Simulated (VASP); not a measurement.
Runs of VASP 6.6.1 on ZnSe. The structure is that of space group F-43m (No. 216), or close to it. The cells are those of the table. 

| cell | gap on the mesh (eV) | pressure (GPa) |
| --- | --- | --- |
| a = 4.039 Å, angles 60.0°, 2 atoms | 0.98 | -4.4 |
| a = 3.814, b = 3.697 Å, angles 61.0, 58.0, 61.0°, 2 atoms | (a) | 12.7 |
| a = 3.883 Å, angles 60.0°, 2 atoms | 1.47 | 3.7 |
| a = 3.937 Å, angles 60.0°, 2 atoms | (c) | 0.4 |
| a = 3.829 Å, angles 60.0°, 2 atoms | 1.66 | 7.8 |
| a = 4.088 Å, angles 60.0°, 2 atoms | 0.83 | -6.0 |
| a = 4.133, b = 4.006 Å, angles 61.0, 58.0, 61.0°, 2 atoms | 0.74 | -6.1 |
| a = 3.988 Å, angles 60.0°, 2 atoms | 1.13 | -2.2 |
| a = 3.772 Å, angles 60.0°, 2 atoms | (b) | 12.9 |
| a = 4.084, b = 3.958 Å, angles 61.0, 58.0, 61.0°, 2 atoms | 0.88 | -4.4 |

Alike in all rows: task single point; level LDA; potentials or basis VASP PAW LDA potentials, release 64 (Zn, Se); no spin polarisation; k mesh 10 × 10 × 10; cutoff (eV) 520; smearing gaussian 0.05 eV.

Question: Fill in the values left out.

Answer: (a) 1.75; (b) 1.86; (c) 1.29.

A k mesh can miss the band edges, and the runs leave out spin-orbit coupling on Se.
